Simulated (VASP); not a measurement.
# Ti2NO (R-3m) in VASP: single point with PBEsol

Aim: the single point of Ti2NO with PBEsol.

All numbers are computed with VASP 6.6.1; they aren't measurements. Logs are shortened: lines on timing, memory, paths and dates and some standing lists are left out, and cuts for length are marked.

## (1) The cell of the first run

It takes space group R-3m (No. 166, trigonal). The conventional cell has a = 3.020 Å, b = 3.020 Å, c = 14.936 Å, α = 90.00°, β = 90.00°, γ = 120.00°. Ti (site symmetry 3m) has 3 N at 2.06 Å and 3 O at 2.23 Å within 2.7 Å. Within 2.7 Å of N (site symmetry -3m) lie 6 Ti at 2.06 Å. Within 2.9 Å of O (site symmetry -3m) lie 6 Ti at 2.23 Å.

## (2) Single point, PBEsol

INCAR

```
PREC = Accurate
ENCUT = 520
EDIFF = 1E-6
ISMEAR = 0
SIGMA = 0.1
LREAL = F
LASPH = T
NELM = 60
ALGO = Normal
ISIF = 2
LWAVE = F
LCHARG = T
GGA = PS
LELF = T
LVHAR = T
NBANDS = 26
```

KPOINTS

```
regular mesh
0
Gamma
  18 18 18
```

POSCAR

```
Ti2NO
1.0
    1.5099911214      0.8717937804      4.9785449357
   -1.5099911214      0.8717937804      4.9785449357
    0.0000000000     -1.7435875608      4.9785449357
Ti N O
2 1 1
Direct
    0.2404865452      0.2404865452      0.2404865452
    0.7595134548      0.7595134548      0.7595134548
    0.5000000000      0.5000000000      0.5000000000
    0.0000000000      0.0000000000      0.0000000000
```

Potentials or basis: VASP PAW PBE potentials, release 64 (Ti_sv, N, O).

Launch:

```console
> cat potpaw_PBE.64/Ti_sv/POTCAR potpaw_PBE.64/N/POTCAR potpaw_PBE.64/O/POTCAR > POTCAR
> mpirun -np 1 vasp_std > vasp.out
```

OUTCAR:

```text
PREC = Accurate
   ENCUT = 520
   EDIFF = 1E-6
   ISMEAR = 0
   LREAL = F
   LASPH = T
   NELM = 60
   ISIF = 2
   GGA = PS

 ion  position               nearest neighbor table
   1  0.240  0.240  0.240-   3 2.06   3 2.06   3 2.06   4 2.23   4 2.23   4 2.23   2 2.81   2 2.81
                             2 2.81
   2  0.760  0.760  0.760-   3 2.06   3 2.06   3 2.06   4 2.23   4 2.23   4 2.23   1 2.81   1 2.81
                             1 2.81
   3  0.500  0.500  0.500-   1 2.06   2 2.06   1 2.06   1 2.06   2 2.06   2 2.06
   4  0.000  0.000  0.000-   2 2.23   1 2.23   2 2.23   2 2.23   1 2.23   1 2.23

  LATTYP: Found a trigonal (rhomboedric) cell.
 ALAT       =     5.2750362330
 COS(alpha) =     0.8361192703

  Lattice vectors:

 A1 = (   1.5099911214,   0.8717937804,   4.9785449357)
 A2 = (  -1.5099911214,   0.8717937804,   4.9785449357)
 A3 = (   0.0000000000,  -1.7435875608,   4.9785449357)

Analysis of symmetry for initial positions (statically):
=====================================================================
 Subroutine PRICEL returns:
 Original cell was already a primitive cell.

 Routine SETGRP: Setting up the symmetry group for a
 trigonal (rhombohedral) supercell.

 Subroutine GETGRP returns: Found 12 space group operations
 (whereof 12 operations were pure point group operations)
 out of a pool of 12 trial point group operations.

The static configuration has the point symmetry D_3d.

Analysis of symmetry for dynamics (positions and initial velocities):
=====================================================================
 Subroutine PRICEL returns:
 Original cell was already a primitive cell.

 Routine SETGRP: Setting up the symmetry group for a
 trigonal (rhombohedral) supercell.

 Subroutine GETGRP returns: Found 12 space group operations
 (whereof 12 operations were pure point group operations)
 out of a pool of 12 trial point group operations.

The dynamic configuration has the point symmetry D_3d.

 Subroutine INISYM returns: Found 12 space group operations
 (whereof 12 operations are pure point group operations),
 and found     1 'primitive' translations

----------------------------------------------------------------------------------------

                                     Primitive cell

  volume of cell :      39.3226

  direct lattice vectors                    reciprocal lattice vectors
     1.509991121  0.871793780  4.978544936     0.331127775  0.191176710  0.066953967
    -1.509991121  0.871793780  4.978544936    -0.331127775  0.191176710  0.066953967
     0.000000000 -1.743587561  4.978544936     0.000000000 -0.382353420  0.066953967

  length of vectors
     5.275036233  5.275036233  5.275036233     0.388171317  0.388171317  0.388171317

  position of ions in fractional coordinates (direct lattice)
     0.240486545  0.240486545  0.240486545
     0.759513455  0.759513455  0.759513455
     0.500000000  0.500000000  0.500000000
     0.000000000  0.000000000  0.000000000

  ion indices of the primitive-cell ions
   primitive index   ion index
                 1           1
                 2           2
                 3           3
                 4           4

----------------------------------------------------------------------------------------

 KPOINTS: regular mesh

Automatic generation of k-mesh.
 Grid dimensions read from file:
 generate k-points for:   18   18   18

 Generating k-lattice:

  Cartesian coordinates                     Fractional coordinates (reciprocal lattice)
     0.018395987  0.010620928  0.003719665     0.055555556  0.000000000  0.000000000
    -0.018395987  0.010620928  0.003719665     0.000000000  0.055555556  0.000000000
     0.000000000 -0.021241857  0.003719665     0.000000000  0.000000000  0.055555556

  Length of vectors
     0.021565073  0.021565073  0.021565073

  Shift w.r.t. Gamma in fractional coordinates (k-lattice)
     0.000000000  0.000000000  0.000000000

 Subroutine IBZKPT returns following result:
 ===========================================

 Found    580 irreducible k-points:

 Following reciprocal coordinates:
            Coordinates               Weight
  0.000000  0.000000  0.000000      1.000000
  0.055556  0.000000  0.000000      6.000000
  0.111111  0.000000  0.000000      6.000000
  0.166667  0.000000 -0.000000      6.000000
  0.222222  0.000000 -0.000000      6.000000
  0.277778  0.000000 -0.000000      6.000000
[... 16 lines left out ...]
 -0.277778  0.055556  0.000000     12.000000
 -0.222222  0.055556  0.000000     12.000000
 [... further k-points ...]
   k-points           NKPTS =    580   k-points in BZ     NKDIM =    580   number of bands    NBANDS=     26
   number of dos      NEDOS =    301   number of ions     NIONS =      4
   total plane-waves  NPLWV =  64000
   dimension x,y,z NGX =    40 NGY =   40 NGZ =   40
   dimension x,y,z NGXF=    80 NGYF=   80 NGZF=   80
   ions per type =               2   1   1
   NGX,Y,Z   is equivalent  to a cutoff of  12.61, 12.61, 12.61 a.u.
   NGXF,Y,Z  is equivalent  to a cutoff of  25.21, 25.21, 25.21 a.u.
 SYSTEM =  unknown system
   PREC   = accura    normal or accurate (medium, high low for compatibility)
   ISTART =      0    job   : 0-new  1-cont  2-samecut
   ICHARG =      2    charge: 1-file 2-atom 10-const
   ISPIN  =      1    spin polarized calculation?
   LNONCOLLINEAR =      F non collinear calculations
   LSORBIT =      F    spin-orbit coupling
   LASPH  =      T    aspherical Exc in radial PAW
   ENCUT  =  520.0 eV  38.22 Ry    6.18 a.u.   9.81  9.81  9.81*2*pi/ulx,y,z
   NELM   =     60;   NELMIN=  2; NELMDL= -5     # of ELM steps
   EDIFF  = 0.1E-05   stopping-criterion for ELM
   LREAL  =      F    real-space projection
   EDIFFG = 0.1E-04   stopping-criterion for IOM
   NSW    =      0    number of steps for IOM
   IBRION =     -1    ionic relax: 0-MD 1-quasi-New 2-CG
   NFREE  =      0    steps in history (QN), initial steepest desc. (CG)
   ISIF   =      2    stress and relaxation
   ISYM   =      2    0-nonsym 1-usesym 2-fastsym
   POTIM  = 0.5000    time-step for ionic-motion
   TEBEG  =    0.0;   TEEND  =   0.0 temperature during run
   PSTRESS=    0.0 pullay stress
   NELECT =      35.0000    total number of electrons
   NUPDOWN=      -1.0000    fix difference up-down
   EMIN   =  10.00;   EMAX   =-10.00  energy-range for DOS
   EFERMI =   0.00;   METHOD = LEGACY
   ISMEAR =     0;   SIGMA  =   0.10  broadening in eV -4-tet -1-fermi 0-gaus
   EFERMI_NEDOS =   21; number of points for ismear=-14 and -15
   IALGO  =     38    algorithm
   IMIX   =      4    mixing-type and parameters
     AMIX     =   0.40;   BMIX     =  1.00
     AMIX_MAG =   1.60;   BMIX_MAG =  1.00
  volume/ion in A,a.u.               =       9.83        66.34
  Fermi-wavevector in a.u.,A,eV,Ry     =   1.574769  2.975882 33.741059  2.479898
  Thomas-Fermi vector in A             =   2.675854
   LORBIT       =      0    0 simple, 1 ext, 2 COOP (PROOUT), +10 PAW based schemes
   GGA     = PS    functional components
   LHFCALC =     F    Hartree Fock is set to
   AEXX    =    0.0000 exact exchange contribution
   IVDW    =     0    specifies the selected vdW correction
   LEPSILON=     F    determine dielectric tensor
   LRPA    =     F    only Hartree local field effects (RPA)
 non-spin polarized calculation
 Gauss-broadening in eV      SIGMA  =   0.10
  energy-cutoff  :      520.00
  volume of cell :       39.32
 maximum number of plane-waves:      1075
   NGX = 19   NGY = 19   NGZ = 19

 number of electron      35.0000001 magnetization

 Free energy of the ion-electron system (eV)
  ---------------------------------------------------
  ext. energy  EPLUGINS =         0.00000000
  ---------------------------------------------------
  free energy    TOTEN  =       -39.61247301 eV

  energy without entropy =      -39.60293635  energy(sigma->0) =      -39.60770468

 E-fermi :  11.1836     XC(G=0): -12.9734

 val. band max:       11.1831136253   @ k =   0.2778   0.2222   0.1111
 cond. band min:      11.1864324408   @ k =  -0.4444   0.4444   0.4444
 fundamental gap:      0.0033188155
 Fermi energy:        11.1835560963

 k-point     1 :       0.0000    0.0000    0.0000
  band No.  band energies     occupation
      1     -46.4512      2.00000
      2     -46.3283      2.00000
      3     -23.2547      2.00000
      4     -22.6057      2.00000
      5     -22.6057      2.00000
      6     -22.5584      2.00000
[... 18 lines left out ...]
     25      13.6691      0.00000
     26      16.2723      0.00000

 k-point     2 :       0.0556    0.0000    0.0000
  band No.  band energies     occupation
      1     -46.4485      2.00000
      2     -46.3274      2.00000
      3     -23.2471      2.00000
      4     -22.6251      2.00000
      5     -22.6100      2.00000
      6     -22.5557      2.00000
[... 18 lines left out ...]
     25      13.8991      0.00000
     26      16.0674      0.00000

 k-point     3 :       0.1111    0.0000    0.0000
  band No.  band energies     occupation
      1     -46.4405      2.00000
      2     -46.3246      2.00000
      3     -23.2251      2.00000
      4     -22.6729      2.00000
      5     -22.6221      2.00000
      6     -22.5879      2.00000
[... 18 lines left out ...]
     25      14.4874      0.00000
     26      15.7301      0.00000

 k-point     4 :       0.1667    0.0000   -0.0000
  band No.  band energies     occupation
      1     -46.4280      2.00000
      2     -46.3207      2.00000
      3     -23.1913      2.00000
      4     -22.7399      2.00000
      5     -22.6505      2.00000
      6     -22.6402      2.00000
[... 18 lines left out ...]
     25      15.2138      0.00000
     26      15.4850      0.00000

 k-point     5 :       0.2222    0.0000   -0.0000
  band No.  band energies     occupation
      1     -46.4122      2.00000
      2     -46.3164      2.00000
      3     -23.1506      2.00000
      4     -22.8187      2.00000
      5     -22.7226      2.00000
      6     -22.6617      2.00000
[... 18 lines left out ...]
     25      15.0592      0.00000
     26      15.9737      0.00000

 k-point     6 :       0.2778    0.0000   -0.0000
  band No.  band energies     occupation
      1     -46.3945      2.00000
      2     -46.3126      2.00000
      3     -23.1118      2.00000
      4     -22.8985      2.00000
      5     -22.7903      2.00000
      6     -22.6841      2.00000
[... 427 lines left out ...]
 k-point    21 :      -0.3889    0.0556    0.0000
  band No.  band energies     occupation
      1     -46.3528      2.00000
      2     -46.3103      2.00000
      3     -23.1166      2.00000
      4     -23.0242      2.00000
      5     -22.8367      2.00000
      6     -22.7408      2.00000
[... 18 lines left out ...]
     25      14.9227      0.00000
     26      15.2159      0.00000

 k-point    22 :      -0.3333    0.0556    0.0000
  band No.  band energies     occupation
      1     -46.3675      2.00000
      2     -46.3092      2.00000
      3     -23.0938      2.00000
      4     -22.9905      2.00000
      5     -22.8487      2.00000
      6     -22.7221      2.00000
[... 18 lines left out ...]
     25      15.0102      0.00000
     26      15.3424      0.00000

 k-point    23 :      -0.2778    0.0556    0.0000
  band No.  band energies     occupation
      1     -46.3847      2.00000
      2     -46.3104      2.00000
      3     -23.0978      2.00000
      4     -22.9350      2.00000
      5     -22.8245      2.00000
      6     -22.6993      2.00000
[... 18 lines left out ...]
     25      14.9797      0.00000
     26      15.5379      0.00000

 k-point    24 :      -0.2222    0.0556    0.0000
  band No.  band energies     occupation
      1     -46.4025      2.00000
      2     -46.3135      2.00000
      3     -23.1297      2.00000
      4     -22.8602      2.00000
      5     -22.7710      2.00000
      6     -22.6729      2.00000
[... 18 lines left out ...]
     25      14.9930      0.00000
     26      15.7312      0.00000

 [... further k-points ...]
[... 5 lines left out ...]
  --------------------------------------------------------------------------------------
  -------------------------------------------------------------------------------------
  Total       -1.9708579     -1.9708579     -1.9395925     -0.0000000      0.0000000      0.0000000
  in kB      -80.3015727    -80.3015727    -79.0276826     -0.0000000      0.0000000      0.0000000
  external PRESSURE =     -79.8769426 kB  Pullay stress =       0.0000000 kB

 VOLUME and BASIS-vectors are now :
 -----------------------------------------------------------------------------
  energy-cutoff  :      520.00
  volume of cell :       39.32
      direct lattice vectors                 reciprocal lattice vectors
     1.509991121  0.871793780  4.978544936     0.331127775  0.191176710  0.066953967
    -1.509991121  0.871793780  4.978544936    -0.331127775  0.191176710  0.066953967
     0.000000000 -1.743587561  4.978544936     0.000000000 -0.382353420  0.066953967

 POSITION                                       TOTAL-FORCE (eV/Angst)
 -----------------------------------------------------------------------------------
      0.00000      0.00000      3.59182         0.000000      0.000000     -0.023653
      0.00000      0.00000     11.34382         0.000000     -0.000000      0.023653
      0.00000      0.00000      7.46782         0.000000      0.000000      0.000000
      0.00000      0.00000      0.00000         0.000000      0.000000      0.000000
 -----------------------------------------------------------------------------------
    total drift:                                0.000000     -0.000000      0.000000

  FREE ENERGIE OF THE ION-ELECTRON SYSTEM (eV)
  ---------------------------------------------------
  free  energy   TOTEN  =       -39.6124730053 eV

  energy  without entropy=      -39.6029363465  energy(sigma->0) =      -39.60770468
```

It took 30 min on 1 thread of Oxide Virtual Turin-like, shared host; peak memory 0.62 GiB.

Results:

```
Free energy   : -39.6125 eV
Pressure      : -8.0 GPa
Largest force : 0.024 eV/Å
```

Forces on the atoms (eV/Å):
```
Ti   0.000  0.000 -0.024
Ti   0.000  0.000  0.024
N    0.000  0.000  0.000
O    0.000  0.000  0.000
```

Caveat: the PAW data sets were made with another functional, which shifts forces and pressure a little; an odd number of electrons without spin polarisation forces a metal; a magnetic or distorted state may lie lower.
